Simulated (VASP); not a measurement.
# Be (Pm-3m) in VASP: notebook, part 2 of 2

VASP 6.6.1. The steps go on from the part before.

**5. Relaxation of cell and atoms, PBEsol, target pressure 60 GPa, at which the enthalpy is minimised**

The input, INCAR:

```
SYSTEM = Be
PREC = Accurate
ENCUT = 600
EDIFF = 1E-6
ISMEAR = 1
SIGMA = 0.05
LREAL = .False.
LASPH = .True.
NELM = 60
ALGO = Normal
ISIF = 3
LWAVE = .False.
LCHARG = .False.
GGA = PS
IBRION = 2
NSW = 80
EDIFFG = -0.03
PSTRESS = 600.0
```

The input, KPOINTS:

```
Automatic mesh
0
Gamma
  10 10 10
  0 0 0
```

The input, POSCAR:

```
Be
1.0
    2.0700000000      0.0000000000      0.0000000000
    0.0000000000      2.0700000000      0.0000000000
    0.0000000000      0.0000000000      2.0700000000
Be
1
Direct
    0.0000000000      0.0000000000      0.0000000000
```

Potentials or basis: VASP PAW PBE potentials, release 64 (Be).

On the command line:

```console
cat potpaw_PBE.64/Be/POTCAR > POTCAR
mpirun -np 1 vasp_std > vasp.out
```

OUTCAR:

```text
SYSTEM = Be
   PREC = Accurate
   ENCUT = 600
   EDIFF = 1E-6
   ISMEAR = 1
   LREAL = .False.
   LASPH = .True.
   NELM = 60
   ISIF = 3
   GGA = PS
   IBRION = 2
   NSW = 80
   EDIFFG = -0.03
   PSTRESS = 600.0

 ion  position               nearest neighbor table
   1  0.000  0.000  0.000-

  LATTYP: Found a simple cubic cell.
 ALAT       =     2.0700000000

  Lattice vectors:

 A1 = (   2.0700000000,   0.0000000000,   0.0000000000)
 A2 = (   0.0000000000,   2.0700000000,   0.0000000000)
 A3 = (   0.0000000000,   0.0000000000,   2.0700000000)

Analysis of symmetry for initial positions (statically):
=====================================================================
 Subroutine PRICEL returns:
 Original cell was already a primitive cell.

 Routine SETGRP: Setting up the symmetry group for a
 simple cubic supercell.

 Subroutine GETGRP returns: Found 48 space group operations
 (whereof 48 operations were pure point group operations)
 out of a pool of 48 trial point group operations.

The static configuration has the point symmetry O_h .

Analysis of symmetry for dynamics (positions and initial velocities):
=====================================================================
 Subroutine PRICEL returns:
 Original cell was already a primitive cell.

 Routine SETGRP: Setting up the symmetry group for a
 simple cubic supercell.

 Subroutine GETGRP returns: Found 48 space group operations
 (whereof 48 operations were pure point group operations)
 out of a pool of 48 trial point group operations.

The dynamic configuration has the point symmetry O_h .

 Subroutine INISYM returns: Found 48 space group operations
 (whereof 48 operations are pure point group operations),
 and found     1 'primitive' translations

----------------------------------------------------------------------------------------

                                     Primitive cell
[... 108 lines left out ...]
     AMIX     =   0.40;   BMIX     =  1.00
     AMIX_MAG =   1.60;   BMIX_MAG =  1.00
  volume/ion in A,a.u.               =       8.87        59.86
  Fermi-wavevector in a.u.,A,eV,Ry     =   0.996432  1.882984 13.508917  0.992877
  Thomas-Fermi vector in A             =   2.128520
   LORBIT       =      0    0 simple, 1 ext, 2 COOP (PROOUT), +10 PAW based schemes
   GGA     = PS    functional components
   LHFCALC =     F    Hartree Fock is set to
   AEXX    =    0.0000 exact exchange contribution
   IVDW    =     0    specifies the selected vdW correction
   LEPSILON=     F    determine dielectric tensor
   LRPA    =     F    only Hartree local field effects (RPA)
 conjugate gradient relaxation of ions
 non-spin polarized calculation
 Methfessel and Paxton  Order N= 1 SIGMA  =   0.05
  energy-cutoff  :      600.00
  volume of cell :        8.87
 maximum number of plane-waves:       306
 NGX is ok and might be reduce to    18
   NGX =  9   NGY =  9   NGZ =  9

--------------------------------------- Ionic step        1  -------------------------------------------

 number of electron       2.0000000 magnetization

 Free energy of the ion-electron system (eV)
  ---------------------------------------------------
  ext. energy  EPLUGINS =         0.00000000
  ---------------------------------------------------
  free energy    TOTEN  =        -2.92406226 eV

  energy without entropy =       -2.92373958  energy(sigma->0) =       -2.92395470

------------------------ aborting loop because EDIFF is reached ----------------------------------------

  FORCE on cell =-STRESS in cart. coord.  units (eV):
  Direction    XX          YY          ZZ          XY          YZ          ZX
  --------------------------------------------------------------------------------------
  -------------------------------------------------------------------------------------
  Total        0.7176648      0.7176648      0.7176648     -0.0000000     -0.0000000      0.0000000
  in kB      129.6346789    129.6346789    129.6346789     -0.0000000     -0.0000000      0.0000000
  external PRESSURE =    -470.3653211 kB  Pullay stress =     600.0000000 kB
[... 24 lines left out ...]
--------------------------------------- Ionic step        2  -------------------------------------------

 number of electron       2.0000000 magnetization

 E-fermi :  10.1322     XC(G=0): -11.5914

 val. band max:       10.1210870456   @ k =   0.5000   0.4000   0.0000
 cond. band min:      10.1418690544   @ k =   0.5000   0.4000   0.2000
 fundamental gap:      0.0207820088
 Fermi energy:        10.1322029736

 k-point     1 :       0.0000    0.0000    0.0000
  band No.  band energies     occupation
      1      -3.2300      2.00000
      2      29.6917      0.00000
      3      29.6917      0.00000
      4      29.6917      0.00000
      5      36.2124      0.00000
[... 220 lines left out ...]
--------------------------------------- Ionic step        3  -------------------------------------------

 number of electron       2.0000000 magnetization

 Free energy of the ion-electron system (eV)
  ---------------------------------------------------
  ext. energy  EPLUGINS =         0.00000000
  ---------------------------------------------------
  free energy    TOTEN  =        -2.50553728 eV

  energy without entropy =       -2.50520756  energy(sigma->0) =       -2.50542737

 E-fermi :   8.6708     XC(G=0): -11.1069

 val. band max:        8.5240626259   @ k =   0.5000   0.2000   0.2000
 cond. band min:       8.6749062142   @ k =   0.5000   0.4000   0.0000
 fundamental gap:      0.1508435883
 Fermi energy:         8.6707803911

 k-point     1 :       0.0000    0.0000    0.0000
  band No.  band energies     occupation
      1      -3.8024      2.00000
      2      26.4328      0.00000
      3      26.4328      0.00000
      4      26.4328      0.00000
      5      32.7058      0.00000
[... 216 lines left out ...]
  energy  without entropy=       -2.5052075562  energy(sigma->0) =       -2.50542737

  enthalpy is  TOTEN    =         0.0420965983 eV   P V=        2.5476338791

 reached required accuracy - stopping structural energy minimisation
```

OSZICAR:

```text
N       E                     dE             d eps       ncg     rms          rms(c)
DAV:   1    -0.125539486362E+01   -0.12554E+01   -0.12830E+03   575   0.372E+02
DAV:   2    -0.292962143639E+01   -0.16742E+01   -0.16241E+01   790   0.390E+01
DAV:   3    -0.293540237158E+01   -0.57809E-02   -0.56821E-02   620   0.185E+00
DAV:   4    -0.293540514463E+01   -0.27731E-05   -0.27726E-05   865   0.492E-02
[... 12 lines left out ...]
       N       E                     dE             d eps       ncg     rms          rms(c)
DAV:   1    -0.250777392421E+01   -0.43110E+00   -0.27843E-01   585   0.590E+00    0.282E-01
DAV:   2    -0.250637704203E+01    0.13969E-02   -0.59987E-04   630   0.260E-01    0.172E-01
DAV:   3    -0.250553752399E+01    0.83952E-03   -0.27246E-04   570   0.199E-01    0.375E-03
DAV:   4    -0.250553728081E+01    0.24319E-06   -0.49800E-07   560   0.737E-03
   3 F= 0.42096598E-01 E0= 0.42206506E-01  d E =-.355475E+00
```

CONTCAR:

```text
Be
   1.00000000000000
     1.8948090450549580    0.0000000000000000    0.0000000000000000
    -0.0000000000000000    1.8948090450549580    0.0000000000000000
    -0.0000000000000000   -0.0000000000000000    1.8948090450549580
  Be
     1
Direct
     0.0000000000000000    0.0000000000000000    0.0000000000000000

  0.00000000E+00  0.00000000E+00  0.00000000E+00
```

Run time: 3.7 s. Hardware: 1 thread of Intel Xeon Platinum 8488C (Sapphire Rapids), shared host; peak memory 0.11 GiB.

Results:

```yaml
Free_energy: -2.5055 eV
Relaxed_volume: 6.80 Å³/atom
Relaxed_cell: a = 1.895 Å, b = 1.895 Å, c = 1.895 Å, α = 90.00°, β = 90.00°, γ = 90.00°
Space_group_after_relaxing_to_0.1_Å: Pm-3m (No. 221)
Energy_change_on_relaxing_the_run_minimises_the_enthalpy: +418.5 meV/atom
Ionic_steps: 3
Pressure_after_relaxing: 60.2 GPa
Band_gap_on_the_k_mesh: zero (bands 1 and 2 overlap by 8.16 eV)
```

Step by step:
```
step  energy change (eV)  largest force (eV/Å)  pressure (GPa)  volume (Å³)
   1              0.0000                0.0000           12.96         8.87
   2              0.8474                0.0000           98.85         5.93
   3              0.4185                0.0000           60.22         6.80
```

Final structure:
```cif
data_structure
_symmetry_space_group_name_H-M 'P 1'
_symmetry_Int_Tables_number 1
_cell_length_a 1.8948
_cell_length_b 1.8948
_cell_length_c 1.8948
_cell_angle_alpha 90.000
_cell_angle_beta 90.000
_cell_angle_gamma 90.000
_cell_volume 6.80
loop_
_atom_site_label
_atom_site_type_symbol
_atom_site_fract_x
_atom_site_fract_y
_atom_site_fract_z
_atom_site_occupancy
Be1 Be 0.00000 0.00000 0.00000 1
```

Caveat: the cell is relaxed towards a set pressure, so the run minimises the enthalpy, not the energy; the volume moved by over 15 % at a fixed basis, so the end points are rough; the PAW data sets were made with another functional, which shifts forces and pressure a little.

**6. The runs side by side**

```tsv
cell	gap on the mesh (eV)	pressure (GPa)
relaxed	none	0.2
relaxed to 20 GPa	none	20.2
relaxed to 40 GPa	none	40.2
relaxed to 60 GPa	none	60.2
```

Alike in all rows: task relaxation of cell and atoms; level PBEsol; potentials or basis VASP PAW PBE potentials, release 64 (Be); no spin polarisation; k mesh 10 × 10 × 10; cutoff (eV) 600; smearing methfessel-paxton 0.05 eV.

Caveats: the PAW data sets were made with another functional, which shifts forces and pressure a little; the cell is relaxed towards a set pressure, so the run minimises the enthalpy, not the energy (at least some runs); the volume moved by over 15 % at a fixed basis, so the end points are rough (at least some runs).

Absolute energies hang on the potentials; compare differences alone.
